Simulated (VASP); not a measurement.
Here is a VASP 6.6.1 calculation.

The input INCAR:

```
SYSTEM = Rh
ALGO = Normal
EDIFF = 1E-7
ENCUT = 520
ISIF = 2
ISMEAR = -1
LASPH = .True.
LCHARG = .False.
LREAL = .False.
LWAVE = .False.
NBANDS = 22
NELM = 80
PREC = Accurate
SIGMA = 0.1
```

KPOINTS

```
k-points
0
Gamma
  12 12 7
  0 0 0
```

The input POSCAR:

```
Rh
1.0
    2.7845412062      0.0000000000      0.0000000000
   -1.3922711129      2.4114832275      0.0000000000
    0.0000000000      0.0000000000      4.5153441684
Rh
2
Direct
    0.6666666667      0.3333333333      0.7500000000
    0.3333333333      0.6666666667      0.2500000000
```

Potentials or basis: VASP PAW LDA potentials, release 64 (Rh_pv).

Launch:

```sh
$ cat potpaw_LDA.64/Rh_pv/POTCAR > POTCAR
$ mpirun -np 1 vasp_std > vasp.out
```

Question: What does it give for the band gap on the k mesh?

Answer: Zero (band 15 reaches 10.60 eV, above the bottom of band 16 at 8.54 eV).

Question: Estimate the pressure.

Answer: -28.7 GPa.

Stress tensor (GPa, compression positive):
```
-28.16   0.00   0.00
  0.00 -28.16   0.00
  0.00   0.00 -29.84
```
